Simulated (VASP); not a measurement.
A run of VASP 6.6.1 is set up as follows.

File INCAR:

```
SYSTEM = Fe
PREC     = Accurate       ! precision mode
ENCUT    = 600            ! plane-wave cutoff, eV
EDIFF    = 1E-6           ! SCF threshold, eV
ISMEAR   = -1             ! smearing method
SIGMA    = 0.02           ! smearing width, eV
LREAL    = .False.        ! projectors in reciprocal space
LASPH    = .True.         ! aspherical terms in the spheres
NELM     = 200            ! most SCF steps
ALGO     = Normal         ! electronic algorithm
ISIF     = 2              ! what is computed and relaxed
LWAVE    = .False.        ! write WAVECAR
LCHARG   = .False.        ! write CHGCAR
ISPIN    = 2              ! spin polarisation
MAGMOM   = 1.29           ! initial moments
LORBIT   = 11             ! projections on sites
NUPDOWN  = 1.1            ! fixed moment
LMAXMIX  = 4              ! l up to which the mixer works
GGA      = PE             ! functional
NBANDS   = 14             ! bands
GGA_COMPAT= .False.
```

KPOINTS

```
Automatic mesh
0
Gamma
  7 7 7
  0 0 0
```

Contents of POSCAR:

```
Fe
1.0
   -1.4430000000      1.4430000000      1.4430000000
    1.4430000000     -1.4430000000      1.4430000000
    1.4430000000      1.4430000000     -1.4430000000
Fe
1
Direct
    0.0000000000      0.0000000000      0.0000000000
```

Potentials or basis: VASP PAW PBE potentials, release 64 (Fe).

The run is started by

```bash
$ cat potpaw_PBE.64/Fe/POTCAR > POTCAR
$ mpirun -np 1 vasp_std > vasp.out
```

Question: Predict the pressure.

Answer: -22.2 GPa.

Caveat: the k points lie up to 0.44 Å⁻¹ apart; the total moment is fixed, so each spin has its own Fermi level.
